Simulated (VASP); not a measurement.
Wanted: the native input for a VASP 6.6.1 run.

- Task: single point
- Functional: PBEsol
- Dispersion: D4
- Potentials or basis: VASP PAW PBE potentials, release 64 (Pt, Se)
- Cutoff: 520 eV
- k mesh: 8 × 8 × 5
- Occupations: fermi-dirac, width 0.05 eV
- Spin: no spin polarisation
- Dipole correction: no
- Further INCAR settings: ALGO = Normal; EDIFF = 1e-06; NBANDS = 18

The structure of PtSe2 (Sudovikovite) lies in POSCAR:

```
PtSe2
1.0
    3.6990059583      0.0000000000      0.0000000000
   -1.8495029792      3.2034331287      0.0000000000
    0.0000000000      0.0000000000      5.0280258220
Pt Se
1 2
Direct
    0.0000000000      0.0000000000      0.0000000000
    0.6666666667      0.3333333333      0.7500000000
    0.3333333333      0.6666666667      0.2500000000
```

These files were run (other wordings do the same):

INCAR

```
PREC     = Accurate       # precision mode
ENCUT    = 520            # plane-wave cutoff, eV
EDIFF    = 1E-6           # SCF threshold, eV
ISMEAR   = -1             # smearing method
SIGMA    = 0.05           # smearing width, eV
LREAL    = F              # projectors in reciprocal space
LASPH    = T              # aspherical terms in the spheres
NELM     = 100            # most SCF steps
ALGO     = Normal         # electronic algorithm
ISIF     = 2              # what is computed and relaxed
LWAVE    = F              # write WAVECAR
LCHARG   = T              # write CHGCAR
GGA      = PS             # functional
IVDW     = 13             # dispersion correction
LELF     = T              # ELF
LVHAR    = T            
NBANDS   = 18             # bands
```

KPOINTS

```
regular mesh
0
Gamma
  8 8 5
```

Potentials or basis: VASP PAW PBE potentials, release 64 (Pt, Se).

Command:

```sh
$ cat potpaw_PBE.64/Pt/POTCAR potpaw_PBE.64/Se/POTCAR > POTCAR
$ mpirun -np 1 vasp_std > vasp.out
```

Results of the run:

```json
{
 "Pressure": "2.9 GPa",
 "Largest force": "0.630 eV/Å",
 "Band gap on the k mesh": "zero (band 11 reaches 7.10 eV, above the bottom of band 12 at 6.77 eV)",
 "Dispersion energy per atom": "-0.292 eV"
}
```

Caveat: the PAW data sets were made with another functional, which shifts forces and pressure a little; spin-orbit coupling is left out, which moves the levels of the heavy elements; pairwise dispersion overbinds metals, which lowers pressure and volume.

Run time: 38 s on 1 thread of Intel(R) Xeon(R) Platinum 8375C CPU @ 2.90GHz (Ice Lake), with other jobs on the host, peak memory 0.2 GiB.
